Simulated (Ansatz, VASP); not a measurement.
SiC: VASP beside Ansatz

File INCAR:

```
SYSTEM = SiC
  PREC = Accurate
  ENCUT = 600
  EDIFF = 1E-6
  ISMEAR = 0
  SIGMA = 0.05
  LREAL = .False.
  LASPH = .True.
  NELM = 120
  ALGO = Normal
  ISIF = 2
  LWAVE = .False.
  LCHARG = .False.
  GGA = PS
  NBANDS = 11
  GGA_COMPAT = .False.
```

File KPOINTS:

```
regular mesh
0
Gamma
  10 10 10
  0 0 0
```

File POSCAR:

```
SiC
1.0
    0.0000000000      2.1239347058      2.1239347058
    2.1239347058      0.0000000000      2.1239347058
    2.1239347058      2.1239347058      0.0000000000
Si C
1 1
Direct
    0.0023558598     -0.0023558598      0.0023558598
    0.7444913561      0.7555086439      0.7444913561
```

Input for Ansatz:

```yaml
crystal:
  lattice:
    - [0.0, 2.1239347058, 2.1239347058]
    - [2.1239347058, 0.0, 2.1239347058]
    - [2.1239347058, 2.1239347058, 0.0]
  atoms:
    - { symbol: Si, position: [0.0023558598, -0.0023558598, 0.0023558598] }
    - { symbol: C, position: [0.7444913561, 0.7555086439, 0.7444913561] }
basis:
  ecutwfc: 520.0
kpoints:
  mp_grid: { grid: [10, 10, 10] }
hamiltonian:
  xc: pbesol
  pseudopotentials: { kind: paw, azcp: { folder: soft_1 } }
scf:
  occupations: { method: gaussian, width: 0.05 }
output:
  forces: true
  stress: true
  eigenvalues: true
  write_density: true
  write_potential: true
  elf: true
  volumetric_format: npy
```

Change from the starting cell: mode 6 frozen in at -0.024 Å, equal normal strain along x, y and z -0.0250.

Alike in both runs: task single point; functional PBEsol; k mesh 10 × 10 × 10; occupations gaussian, width 0.05 eV; no spin polarisation.

|  | VASP | Ansatz |
| --- | --- | --- |
| version | VASP 6.6.1 | Ansatz 0.2.0 |
| potentials or method | VASP PAW PBE potentials, release 64 (Si, C), cutoff 600 eV | scalar-relativistic, plane waves, PAW |
| valence electrons in the cell | 8 | 8 |

|  | VASP | Ansatz | Ansatz less VASP |
| --- | --- | --- | --- |
| gap on the k mesh at the Fermi level (eV) | 1.00 | 1.01 | +0.010 |
| least direct gap on the mesh (eV) | 4.44 | 4.45 | +0.017 |
| pressure (GPa) | 19.9 | 19.7 | -0.24 |
| traceless stress, the component that is largest in VASP (GPa) | -3.64 | -3.62 | +0.020 |
| rms of the force components (eV/Å) | 0.439 | 0.438 | -0.0008 |

VASP's potentials were made for PBE, not for PBEsol, and Ansatz warns of the same on its side. Atom by atom the forces differ by 0.001 eV/Å (rms over components). The functional is the same, so the differences come from potentials, cutoffs and numerics.
